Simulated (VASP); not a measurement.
# W3O in VASP: a series of runs

The runs below take W3O through single point, with PBE.

Program: VASP 6.6.1. These are calculated values, not measurements. Logs are shortened: lines on timing, memory, paths and dates and some standing lists are left out, and cuts for length are marked.

## 1. The cell of the first run

The cell holds a slab with vacuum, 4 atoms: a = 2.757 Å, b = 2.757 Å, c = 19.856 Å, α = 90.00°, β = 90.00°, γ = 109.47°.

## 2. Single point, PBE

Contents of INCAR:

```
SYSTEM = W3O
PREC     = Accurate       ! precision mode
ENCUT    = 520            ! plane-wave cutoff, eV
EDIFF    = 1E-6           ! SCF threshold, eV
ISMEAR   = 0              ! smearing method
SIGMA    = 0.1            ! smearing width, eV
LREAL    = .FALSE.        ! projectors in reciprocal space
LASPH    = .TRUE.         ! aspherical terms in the spheres
NELM     = 100            ! most SCF steps
ALGO     = Normal         ! electronic algorithm
ISIF     = 2              ! what is computed and relaxed
LWAVE    = .FALSE.        ! write WAVECAR
LCHARG   = .FALSE.        ! write CHGCAR
LDIPOL   = .TRUE.       
IDIPOL   = 3            
DIPOL    = 0.5 0.5 0.358
GGA      = PE             ! functional
NBANDS   = 32             ! bands
```

Contents of KPOINTS:

```
regular mesh
0
G
  10 10 1
  0 0 0
```

Contents of POSCAR:

```
W3O
1.0
    2.7571643597      0.0000000000      0.0000000000
   -0.9190547866      2.5994794874      0.0000000000
    0.0000000000      0.0000000000     19.8562161029
W O
3 1
Direct
    0.5000000000      0.5000000000      0.2014482507
    0.0000000000      0.0000000000      0.3111437107
    0.5000000000      0.5000000000      0.4208362792
    0.6666666667      0.8333333333      0.4981931652
```

Potentials or basis: VASP PAW PBE potentials, release 64 (W_sv, O).

Started as:

```sh
> cat potpaw_PBE.64/W_sv/POTCAR potpaw_PBE.64/O/POTCAR > POTCAR
> mpirun -np 1 vasp_std > vasp.out
```

OUTCAR:

```text
SYSTEM = W3O
   PREC = Accurate
   ENCUT = 520
   EDIFF = 1E-6
   ISMEAR = 0
   LREAL = .FALSE.
   LASPH = .TRUE.
   NELM = 100
   ISIF = 2
   GGA = PE

 ion  position               nearest neighbor table
   1  0.500  0.500  0.201-   2 2.70   2 2.70   2 3.13   2 3.13
   2  0.000  0.000  0.311-   3 2.70   3 2.70   1 2.70   1 2.70   3 3.13   3 3.13   1 3.13   1 3.13

   3  0.500  0.500  0.421-   4 1.77   4 2.55   2 2.70   2 2.70   2 3.13   2 3.13
   4  0.667  0.833  0.498-   3 1.77   3 2.55

  LATTYP: Found a base centered orthorhombic cell.
 ALAT       =     3.1836991705
 B/A-ratio  =     1.4142135624
 C/A-ratio  =     6.2368380427

  Lattice vectors:

 A1 = (   2.7571643597,   0.0000000000,   0.0000000000)
 A2 = (  -0.9190547866,   2.5994794874,   0.0000000000)
 A3 = (   0.0000000000,   0.0000000000,  19.8562161029)

Analysis of symmetry for initial positions (statically):
=====================================================================
 Subroutine PRICEL returns:
 Original cell was already a primitive cell.

 Routine SETGRP: Setting up the symmetry group for a
 base centered orthorhombic supercell.

 Subroutine GETGRP returns: Found  1 space group operations
 (whereof  1 operations were pure point group operations)
 out of a pool of  8 trial point group operations.

The static configuration has the point symmetry C_1 .

Analysis of symmetry for dynamics (positions and initial velocities):
=====================================================================
 Subroutine PRICEL returns:
 Original cell was already a primitive cell.

 Routine SETGRP: Setting up the symmetry group for a
 base centered orthorhombic supercell.

 Subroutine GETGRP returns: Found  1 space group operations
 (whereof  1 operations were pure point group operations)
 out of a pool of  8 trial point group operations.

The dynamic configuration has the point symmetry C_1 .

 Subroutine INISYM returns: Found  1 space group operations
 (whereof  1 operations are pure point group operations),
 and found     1 'primitive' translations

----------------------------------------------------------------------------------------

                                     Primitive cell

  volume of cell :     142.3133

  direct lattice vectors                    reciprocal lattice vectors
     2.757164360  0.000000000  0.000000000     0.362691472  0.128230800  0.000000000
[... 97 lines left out ...]
   ISYM   =      2    0-nonsym 1-usesym 2-fastsym
   POTIM  = 0.5000    time-step for ionic-motion
   TEBEG  =    0.0;   TEEND  =   0.0 temperature during run
   PSTRESS=    0.0 pullay stress
   NELECT =      48.0000    total number of electrons
   NUPDOWN=      -1.0000    fix difference up-down
   EMIN   =  10.00;   EMAX   =-10.00  energy-range for DOS
   EFERMI =   0.00;   METHOD = LEGACY
   ISMEAR =     0;   SIGMA  =   0.10  broadening in eV -4-tet -1-fermi 0-gaus
   EFERMI_NEDOS =   21; number of points for ismear=-14 and -15
   IALGO  =     38    algorithm
   IMIX   =      4    mixing-type and parameters
     AMIX     =   0.40;   BMIX     =  1.00
     AMIX_MAG =   1.60;   BMIX_MAG =  1.00
  volume/ion in A,a.u.               =      35.58       240.09
  Fermi-wavevector in a.u.,A,eV,Ry     =   1.139568  2.153470 17.668718  1.298614
  Thomas-Fermi vector in A             =   2.276271
   LORBIT       =      0    0 simple, 1 ext, 2 COOP (PROOUT), +10 PAW based schemes
   GGA     = PE    functional components
   LHFCALC =     F    Hartree Fock is set to
   AEXX    =    0.0000 exact exchange contribution
   IVDW    =     0    specifies the selected vdW correction
   LEPSILON=     F    determine dielectric tensor
   LRPA    =     F    only Hartree local field effects (RPA)
 non-spin polarized calculation
 Gauss-broadening in eV      SIGMA  =   0.10
  energy-cutoff  :      520.00
  volume of cell :      142.31
 maximum number of plane-waves:      3862
 NGX is ok and might be reduce to    24
   NGX = 11   NGY = 11   NGZ = 73

 dipolmoment           0.000000      0.000000     -0.006524 electrons x Angstroem

 number of electron      48.0000002 magnetization

 dipolmoment           0.000000      0.000000      0.089838 electrons x Angstroem

 Free energy of the ion-electron system (eV)
  ---------------------------------------------------
  ext. energy  EPLUGINS =         0.00000000
  ---------------------------------------------------
  free energy    TOTEN  =       -43.16038336 eV

  energy without entropy =      -43.14412800  energy(sigma->0) =      -43.15225568

 E-fermi :   0.3267     XC(G=0):  -6.0606

 val. band max:        0.3106968984   @ k =  -0.2000   0.1000   0.0000
 cond. band min:       0.3302620638   @ k =   0.4000   0.5000   0.0000
 fundamental gap:      0.0195651655
 Fermi energy:         0.3266974554

 k-point     1 :       0.0000    0.0000    0.0000
  band No.  band energies     occupation
      1     -74.4610      2.00000
      2     -73.8193      2.00000
      3     -73.6966      2.00000
      4     -39.1206      2.00000
      5     -38.4401      2.00000
      6     -38.3362      2.00000
[... 829 lines left out ...]
     31       3.1777      0.00000
     32       3.6093      0.00000

 [... further k-points ...]

------------------------ aborting loop because EDIFF is reached ----------------------------------------

 vacuum level on the upper side and lower side of the slab       (xc-potential included)         0.976        -1.120

  FORCE on cell =-STRESS in cart. coord.  units (eV):
  Direction    XX          YY          ZZ          XY          YZ          ZX
  --------------------------------------------------------------------------------------
  -------------------------------------------------------------------------------------
  Total        0.8669116      1.3879946      3.0800034     -0.9266246      2.7473425     -0.0262295
  in kB        9.7597758     15.6261796     34.6749817    -10.4320308     30.9298518     -0.2952945
  external PRESSURE =      20.0203124 kB  Pullay stress =       0.0000000 kB

 VOLUME and BASIS-vectors are now :
 -----------------------------------------------------------------------------
  energy-cutoff  :      520.00
  volume of cell :      142.31
      direct lattice vectors                 reciprocal lattice vectors
     2.757164360  0.000000000  0.000000000     0.362691472  0.128230800  0.000000000
    -0.919054787  2.599479487  0.000000000     0.000000000  0.384692399  0.000000000
     0.000000000  0.000000000 19.856216103     0.000000000  0.000000000  0.050362063

 POSITION                                       TOTAL-FORCE (eV/Angst)
 -----------------------------------------------------------------------------------
      0.91905      1.29974      4.00000         0.116626      0.170264      0.030109
      0.00000      0.00000      6.17814        -0.386118     -0.772352     -1.203114
      0.91905      1.29974      8.35622         0.502997     -0.574876      0.753804
      1.07223      2.16623      9.89223        -0.233505      1.176964      0.419202
 -----------------------------------------------------------------------------------
    total drift:                               -0.000045     -0.000057      0.000495

  FREE ENERGIE OF THE ION-ELECTRON SYSTEM (eV)
  ---------------------------------------------------
  free  energy   TOTEN  =       -43.1603833593 eV

  energy  without entropy=      -43.1441279952  energy(sigma->0) =      -43.15225568

 vacuum level on the upper side and lower side of the slab         7.495         5.189
```

OSZICAR:

```text
N       E                     dE             d eps       ncg     rms          rms(c)
DAV:   1     0.566007266651E+03    0.56601E+03   -0.29559E+04  3792   0.146E+03
DAV:   2    -0.200008476985E+02   -0.58601E+03   -0.56720E+03  3928   0.455E+02
DAV:   3    -0.465701452301E+02   -0.26569E+02   -0.25660E+02  4152   0.982E+01
[... 19 lines left out ...]
DAV:  23    -0.431603719715E+02   -0.13359E-04   -0.12042E-06  2752   0.614E-03    0.367E-03
DAV:  24    -0.431603744779E+02   -0.25064E-05   -0.21124E-07  2016   0.274E-03    0.217E-03
DAV:  25    -0.431603808699E+02   -0.63920E-05   -0.53777E-07  2200   0.615E-03    0.180E-03
DAV:  26    -0.431603824160E+02   -0.15461E-05   -0.17185E-07  1920   0.263E-03    0.957E-04
DAV:  27    -0.431603833593E+02   -0.94335E-06   -0.66999E-08  1776   0.178E-03
   1 F= -.43160383E+02 E0= -.43152256E+02  d E =-.162554E-01
```

stdout:

```text
POSCAR found type information on POSCAR W O
 POSCAR found :  2 types and       4 ions
 scaLAPACK will be used
 LDA part: xc-table for (Slater+PW92), standard interpolation
 POSCAR, INCAR and KPOINTS ok, starting setup
 FFT: planning ... GRIDC
 FFT: planning ... GRID_SOFT
 FFT: planning ... GRID
 WAVECAR not read
 entering main loop
```

Run time: 3.8 min. Hardware: 1 thread of Intel Xeon 6975P-C (Granite Rapids), shared host; peak memory 0.39 GiB.

What came out:

- Free energy: -43.1604 eV
- Largest force: 1.481 eV/Å
- Band gap on the k mesh: zero (band 24 reaches 1.44 eV, above the bottom of band 25 at -0.28 eV)

Forces in eV/Å, atoms in the order of the input:
```
W    0.117  0.170  0.030
W   -0.386 -0.772 -1.203
W    0.503 -0.575  0.754
O   -0.234  1.177  0.419
```

Caveat: spin-orbit coupling is left out, which moves the levels of the heavy elements.

## 3. Single point, PBE

Contents of INCAR:

```
SYSTEM = W3O
ALGO = Normal
DIPOL = 0.5 0.5 0.356
EDIFF = 1E-6
ENCUT = 520
GGA = PE
IDIPOL = 3
ISIF = 2
ISMEAR = 0
LASPH = .True.
LCHARG = .False.
LDIPOL = .True.
LREAL = .False.
LWAVE = .False.
NBANDS = 32
NELM = 80
PREC = Accurate
SIGMA = 0.1
```

Contents of KPOINTS:

```
k-points
0
Gamma
  10 10 1
  0 0 0
```

Changes to POSCAR since step 2:

```diff
@@ -11,2 +11,2 @@
     0.5000000000      0.5000000000      0.4208362792
-    0.6666666667      0.8333333333      0.4981931652
+    0.6666666667      1.1666666667      0.4919132736
```

Potentials or basis: VASP PAW PBE potentials, release 64 (W_sv, O).

Started as:

```sh
> cat potpaw_PBE.64/W_sv/POTCAR potpaw_PBE.64/O/POTCAR > POTCAR
> mpirun -np 1 vasp_std > vasp.out
```

Wall time 4 min (1 thread of Intel Xeon 6975P-C (Granite Rapids), shared host); peak memory 0.37 GiB.

The run converged. Its results:

| Item | Value |
| --- | --- |
| Free energy | -43.6541 eV |
| Largest force | 2.819 eV/Å |
| Band gap on the k mesh | zero (band 24 reaches 1.46 eV, above the bottom of band 25 at -0.22 eV) |

Forces in eV/Å, atoms in the order of the input:
```
W   -0.027 -0.022 -0.085
W   -0.183  0.272 -0.631
W   -1.849  1.652  0.410
O    2.059 -1.901  0.306
```

Levels at points of the mesh, in eV from the Fermi level:
| k point | band 21 | band 22 | band 23 | band 24 | band 25 | band 26 | band 27 | band 28 |
| --- | --- | --- | --- | --- | --- | --- | --- | --- |
| (0.00, 0.00, 0.00) | -1.65 | -1.31 | -0.99 | -0.44 | -0.26 | 0.21 | 1.27 | 1.71 |
| (0.50, 0.00, 0.00) | -2.23 | -1.56 | -0.97 | 0.69 | 1.89 | 1.99 | 2.15 | 2.76 |
| (0.00, 0.50, 0.00) | -2.06 | -1.66 | -0.79 | 0.76 | 1.62 | 1.78 | 2.15 | 2.36 |
| (0.50, 0.50, 0.00) | -2.44 | -1.95 | 0.27 | 1.07 | 1.21 | 1.73 | 3.76 | 4.23 |

Caveat: spin-orbit coupling is left out, which moves the levels of the heavy elements.

(Part 1 of 2 ends here.)
